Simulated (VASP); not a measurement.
# BaErB4 (P6/mmm) in VASP: a series of runs, part 2 of 2

VASP 6.6.1. Earlier steps stand in the parts before.

**4. Relaxation of cell and atoms, PBE**

This run uses another cell than the first one, of 13.43 Å³/atom.

The input, INCAR:

```
PREC = Accurate ; ENCUT = 500
EDIFF = 1E-7 ; ISMEAR = 0
SIGMA = 0.1 ; LREAL = F
LASPH = T ; NELM = 200
ALGO = Normal ; ISIF = 3
LWAVE = F ; LCHARG = F
GGA = PE ; IBRION = 2
NSW = 90 ; EDIFFG = -0.04
GGA_COMPAT = F ; NELMIN = 4
LMAXMIX = 6
```

The input, KPOINTS:

```
regular mesh
0
Gamma
  6 6 2
```

The input, POSCAR:

```
BaErB4
1.0
    3.2737760319      0.0000000000      0.0000000000
   -1.6368880160      2.8351732099      0.0000000000
    0.0000000000      0.0000000000      8.6798585259
Ba Er B
1 1 4
Direct
    0.0000000000      0.0000000000      0.0000000000
    0.0000000000      0.0000000000      0.5000000000
    0.6666666667      0.3333333333      0.2866886789
    0.3333333333      0.6666666667      0.2866886789
    0.6666666667      0.3333333333      0.7133113211
    0.3333333333      0.6666666667      0.7133113211
```

Potentials or basis: VASP PAW PBE potentials, release 64 (Ba_sv, Er_3, B), 4f in core.

Started as:

```
$ cat potpaw_PBE.64/Ba_sv/POTCAR potpaw_PBE.64/Er_3/POTCAR potpaw_PBE.64/B/POTCAR > POTCAR
$ mpirun -np 1 vasp_std > vasp.out
```

OUTCAR:

```text
PREC = Accurate
   ENCUT = 500
   EDIFF = 1E-7
   ISMEAR = 0
   LREAL = F
   LASPH = T
   NELM = 200
   ISIF = 3
   GGA = PE
   IBRION = 2
   NSW = 90
   EDIFFG = -0.04
   NELMIN = 4

 ion  position               nearest neighbor table
   1  0.000  0.000  0.000-   3 3.12   4 3.12   5 3.12   6 3.12   3 3.12   5 3.12   4 3.12   6 3.12
                             3 3.12   5 3.12   4 3.12   6 3.12
   2  0.000  0.000  0.500-   3 2.65   4 2.65   5 2.65   6 2.65   3 2.65   5 2.65   4 2.65   6 2.65
                             3 2.65   5 2.65   4 2.65   6 2.65
   3  0.667  0.333  0.287-   4 1.89   4 1.89   4 1.89   2 2.65   2 2.65   2 2.65   1 3.12   1 3.12
                             1 3.12
   4  0.333  0.667  0.287-   3 1.89   3 1.89   3 1.89   2 2.65   2 2.65   2 2.65   1 3.12   1 3.12
                             1 3.12
   5  0.667  0.333  0.713-   6 1.89   6 1.89   6 1.89   2 2.65   2 2.65   2 2.65   1 3.12   1 3.12
                             1 3.12
   6  0.333  0.667  0.713-   5 1.89   5 1.89   5 1.89   2 2.65   2 2.65   2 2.65   1 3.12   1 3.12
                             1 3.12

  LATTYP: Found a hexagonal cell.
 ALAT       =     3.2737760319
 C/A-ratio  =     2.6513293644

  Lattice vectors:

 A1 = (   3.2737760319,   0.0000000000,   0.0000000000)
[... 164 lines left out ...]
   NGX = 11   NGY = 11   NGZ = 31

--------------------------------------- Ionic step        1  -------------------------------------------

 number of electron      31.0000004 magnetization

 Free energy of the ion-electron system (eV)
  ---------------------------------------------------
  ext. energy  EPLUGINS =         0.00000000
  ---------------------------------------------------
  free energy    TOTEN  =       -33.94528006 eV

  energy without entropy =      -33.94010147  energy(sigma->0) =      -33.94269076

------------------------ aborting loop because EDIFF is reached ----------------------------------------

  FORCE on cell =-STRESS in cart. coord.  units (eV):
  Direction    XX          YY          ZZ          XY          YZ          ZX
  --------------------------------------------------------------------------------------
  -------------------------------------------------------------------------------------
  Total        0.1308320      0.1308320      0.3850210     -0.0000000      0.0000000      0.0000000
  in kB        2.6018573      2.6018573      7.6569139     -0.0000000      0.0000000      0.0000000
  external PRESSURE =       4.2868762 kB  Pullay stress =       0.0000000 kB
[... 107 lines left out ...]
--------------------------------------- Ionic step        4  -------------------------------------------

 number of electron      31.0000003 magnetization

 Free energy of the ion-electron system (eV)
  ---------------------------------------------------
  ext. energy  EPLUGINS =         0.00000000
  ---------------------------------------------------
  free energy    TOTEN  =       -33.94652075 eV

  energy without entropy =      -33.94097593  energy(sigma->0) =      -33.94374834

 E-fermi :   4.5780     XC(G=0): -11.1737

 val. band max:        4.4903350805   @ k =   0.0000   0.0000   0.5000
 cond. band min:       4.6529539055   @ k =   0.3333   0.3333   0.0000
 fundamental gap:      0.1626188249
 Fermi energy:         4.5779549796

 k-point     1 :       0.0000    0.0000    0.0000
  band No.  band energies     occupation
      1     -23.6380      2.00000
      2     -18.6139      2.00000
      3     -18.0200      2.00000
      4     -18.0200      2.00000
      5      -9.1444      2.00000
      6      -6.6627      2.00000
[... 330 lines left out ...]
  FREE ENERGIE OF THE ION-ELECTRON SYSTEM (eV)
  ---------------------------------------------------
  free  energy   TOTEN  =       -33.9465207547 eV

  energy  without entropy=      -33.9409759293  energy(sigma->0) =      -33.94374834

 reached required accuracy - stopping structural energy minimisation
```

CONTCAR:

```text
BaErB4
   1.00000000000000
     3.2754212061840562   -0.0000000000000289   -0.0000000000000000
    -1.6377106031420776    2.8365979726236210   -0.0000000000000000
     0.0000000000000000    0.0000000000000000    8.7087415995146618
  Ba              Er              B
     1     1     4
Direct
     1.0000000000000000    1.0000000000000000    0.0000000000000000
     1.0000000000000000    1.0000000000000000    0.5000000000000000
     0.6666666667000030    0.3333333332999970    0.2872216789180554
     0.3333333332999970    0.6666666667000030    0.2872216789180554
     0.6666666667000030    0.3333333332999970    0.7127783210819446
     0.3333333332999970    0.6666666667000030    0.7127783210819446

  0.00000000E+00  0.00000000E+00  0.00000000E+00
  0.00000000E+00  0.00000000E+00  0.00000000E+00
  0.00000000E+00  0.00000000E+00  0.00000000E+00
  0.00000000E+00  0.00000000E+00  0.00000000E+00
  0.00000000E+00  0.00000000E+00  0.00000000E+00
  0.00000000E+00  0.00000000E+00  0.00000000E+00
```

Run time: 64 s. Hardware: 1 thread of Intel Xeon Platinum 8259CL at 2.50GHz (Skylake/Cascade Lake), shared host; peak memory 0.2 GiB.

What came out:

```yaml
Free_energy: -33.9465 eV
Relaxed_volume: 13.49 Å³/atom
Relaxed_cell: a = 3.275 Å, b = 3.275 Å, c = 8.709 Å, α = 90.00°, β = 90.00°, γ = 120.00°
Space_group_after_relaxing_to_0.1_Å: P6/mmm (No. 191)
Energy_gained_by_relaxing: 0.2 meV/atom
Ionic_steps: 4
Pressure_after_relaxing: -0.1 GPa
Largest_force_after_relaxing: 0.026 eV/Å
Band_gap_on_the_k_mesh: zero (an odd number of electrons rules out a gap without spin polarisation)
```

Forces on the atoms (eV/Å):
```
Ba   0.000  0.000  0.000
Er   0.000  0.000  0.000
B    0.000  0.000  0.026
B    0.000  0.000  0.026
B    0.000  0.000 -0.026
B    0.000  0.000 -0.026
```

Stress tensor (GPa, compression positive):
```
-0.02  0.00  0.00
 0.00 -0.02  0.00
 0.00  0.00 -0.13
```

Step by step:
```
step  energy change (eV)  largest force (eV/Å)  pressure (GPa)  volume (Å³)
   1              0.0000                0.0450            0.43        80.56
   2             -0.0009                0.0420           -0.20        80.98
   3             -0.0009                0.0422           -0.16        80.96
   4             -0.0012                0.0261           -0.05        80.91
```

Final structure:
```
Ba Er B
1.0
     3.27542    0.00000    0.00000
    -1.63771    2.83660    0.00000
     0.00000    0.00000    8.70874
Ba Er B
1 1 4
Direct
  0.00000 0.00000 0.00000
  0.00000 0.00000 0.50000
  0.66667 0.33333 0.28722
  0.33333 0.66667 0.28722
  0.66667 0.33333 0.71278
  0.33333 0.66667 0.71278
```

Levels at points of the mesh, in eV from the Fermi level:
```tsv
k point	band 12	band 13	band 14	band 15	band 16	band 17	band 18	band 19
(0.00, 0.00, 0.00)	-0.16	-0.16	0.19	0.77	0.77	2.10	3.33	3.33
(0.50, 0.00, 0.00)	-2.26	-2.01	-1.73	-1.11	-0.58	0.15	3.08	4.11
(0.00, 0.00, 0.50)	-0.09	-0.09	0.62	0.62	0.71	2.13	3.68	3.68
(0.50, 0.00, 0.50)	-1.86	-1.53	-1.32	-1.03	-0.94	-0.57	2.86	3.02
```

Caveat: the k points lie up to 0.37 Å⁻¹ apart in the final cell, too coarse for converged energies and pressures of a metal; spin-orbit coupling is left out, which moves the levels of the heavy elements; the 4f electrons are frozen in the core, so they carry no moment and show no levels. Spin polarisation is off, so any magnetic state and its effect on volume and gap are missing.

**5. Single point, PBE**

This run uses another cell than the first one, of 13.44 Å³/atom.

The input, INCAR:

```
SYSTEM = BaErB4
PREC = Accurate
ENCUT = 500
EDIFF = 1E-6
ISMEAR = 0
SIGMA = 0.1
LREAL = .FALSE.
LASPH = .TRUE.
NELM = 200
ALGO = Normal
ISIF = 2
LWAVE = .FALSE.
LCHARG = .FALSE.
GGA = PE
NBANDS = 24
GGA_COMPAT = .FALSE.
LMAXMIX = 6
```

The input, KPOINTS:

```
regular mesh
0
G
  12 12 6
  0 0 0
```

The input, POSCAR:

```
BaErB4
1.0
    3.2735477248      0.0000000000      0.0000000000
   -1.6367738624      2.8349754902      0.0000000000
    0.0000000000      0.0000000000      8.6891496186
Ba Er B
1 1 4
Direct
    0.0000000000      0.0000000000      0.0000000000
    0.0000000000      0.0000000000      0.5000000000
    0.6666666667      0.3333333333      0.2868326249
    0.3333333333      0.6666666667      0.2868326249
    0.6666666667      0.3333333333      0.7131673751
    0.3333333333      0.6666666667      0.7131673751
```

Started as:

```
$ cat potpaw_PBE.64/Ba_sv/POTCAR potpaw_PBE.64/Er_3/POTCAR potpaw_PBE.64/B/POTCAR > POTCAR
$ mpirun -np 1 vasp_std > vasp.out
```

Wall time 1.9 min (1 thread of Intel Xeon Platinum 8259CL at 2.50GHz (Skylake/Cascade Lake), shared host); peak memory 0.29 GiB.

The run converged. Its results:

| Item | Value |
| --- | --- |
| Free energy | -33.8666 eV |
| Pressure | 1.6 GPa |
| Largest force | 0.044 eV/Å |
| Band gap on the k mesh | zero (an odd number of electrons rules out a gap without spin polarisation) |

Forces on the atoms (eV/Å):
```
Ba   0.000  0.000  0.000
Er   0.000  0.000  0.000
B    0.000  0.000  0.044
B    0.000  0.000  0.044
B    0.000  0.000 -0.044
B    0.000  0.000 -0.044
```

Stress tensor (GPa, compression positive):
```
1.68 0.00 0.00
0.00 1.68 0.00
0.00 0.00 1.37
```

Levels at points of the mesh, in eV from the Fermi level:
| k point | band 12 | band 13 | band 14 | band 15 | band 16 | band 17 | band 18 | band 19 |
| --- | --- | --- | --- | --- | --- | --- | --- | --- |
| (0.00, 0.00, 0.00) | -0.22 | -0.22 | 0.15 | 0.71 | 0.71 | 2.06 | 3.30 | 3.30 |
| (0.50, 0.00, 0.00) | -2.32 | -2.08 | -1.78 | -1.17 | -0.64 | 0.11 | 3.04 | 4.08 |
| (0.00, 0.00, 0.50) | -0.15 | -0.15 | 0.56 | 0.56 | 0.68 | 2.08 | 3.65 | 3.65 |
| (0.50, 0.00, 0.50) | -1.92 | -1.58 | -1.39 | -1.08 | -0.99 | -0.61 | 2.82 | 2.97 |

Caveat: spin-orbit coupling is left out, which moves the levels of the heavy elements; the 4f electrons are frozen in the core, so they carry no moment and show no levels.

**6. Overview**

| task | cell | k mesh | gap on the mesh (eV) | pressure (GPa) | largest force (eV/Å) |
| --- | --- | --- | --- | --- | --- |
| single point | a = 3.259, b = 3.259, c = 8.674 Å, angles 90.0, 90.0, 120.0°, 6 atoms | 6 × 6 × 2 | none | 1.7 | 0.04 |
| single point | a = 3.274, b = 3.274, c = 8.680 Å, angles 90.0, 90.0, 120.0°, 6 atoms | 4 × 4 × 4 | none | 1.9 | 0.04 |
| relaxation of cell and atoms | relaxed from a = 3.274, b = 3.274, c = 8.680 Å, angles 90.0, 90.0, 120.0°, 6 atoms | 6 × 6 × 2 | none | -0.1 | 0.03 |
| single point | a = 3.274, b = 3.274, c = 8.689 Å, angles 90.0, 90.0, 120.0°, 6 atoms | 12 × 12 × 6 | none | 1.6 | 0.04 |

Alike in all rows: level PBE; potentials or basis VASP PAW PBE potentials, release 64 (Ba_sv, Er_3, B), 4f in core; no spin polarisation; cutoff (eV) 500; smearing gaussian 0.1 eV.

Caveats: some runs use coarse meshes; spin-orbit coupling is left out, which moves the levels of the heavy elements; the 4f electrons are frozen in the core, so they carry no moment and show no levels.

Absolute energies hang on the potentials; compare differences alone.
